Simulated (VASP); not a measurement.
A run of VASP 6.6.1 is set up as follows.

File INCAR:

```
PREC = Accurate
ENCUT = 600
EDIFF = 1E-6
ISMEAR = -1
SIGMA = 0.05
LREAL = F
LASPH = T
NELM = 80
ALGO = Normal
ISIF = 3
LWAVE = F
LCHARG = F
GGA = RE
IVDW = 13
IBRION = 2
NSW = 60
EDIFFG = -0.01
```

KPOINTS

```
regular mesh
0
Gamma
  9 9 9
```

POSCAR

```
Bi
1.0
   -1.9814305318      1.9814305318      1.9814305318
    1.9814305318     -1.9814305318      1.9814305318
    1.9814305318      1.9814305318     -1.9814305318
Bi
1
Direct
    0.0000000000      0.0000000000      0.0000000000
```

Potentials or basis: VASP PAW PBE potentials, release 64 (Bi_d).

Launch:

```console
$ cat potpaw_PBE.64/Bi_d/POTCAR > POTCAR
$ mpirun -np 1 vasp_std > vasp.out
```

**Question.** Predict the dispersion energy per atom.

**Answer.** -0.824 eV.

**Question.** Predict the relaxed volume.

**Answer.** 30.03 Å³/atom.

**Question.** What does it give for the relaxed cell?

**Answer.** a = 3.392 Å, b = 3.392 Å, c = 3.392 Å, α = 109.47°, β = 109.47°, γ = 109.47°.

The path:
```tsv
step	energy change (eV)	largest force (eV/Å)	pressure (GPa)	volume (Å³)
1	0.0000	0.0000	-1.93	31.12
2	-0.0047	0.0000	1.14	29.46
3	-0.0067	0.0000	0.02	30.03
```

Caveat: the PAW data sets were made with another functional, which shifts forces and pressure a little; pairwise dispersion overbinds metals, which lowers pressure and volume.
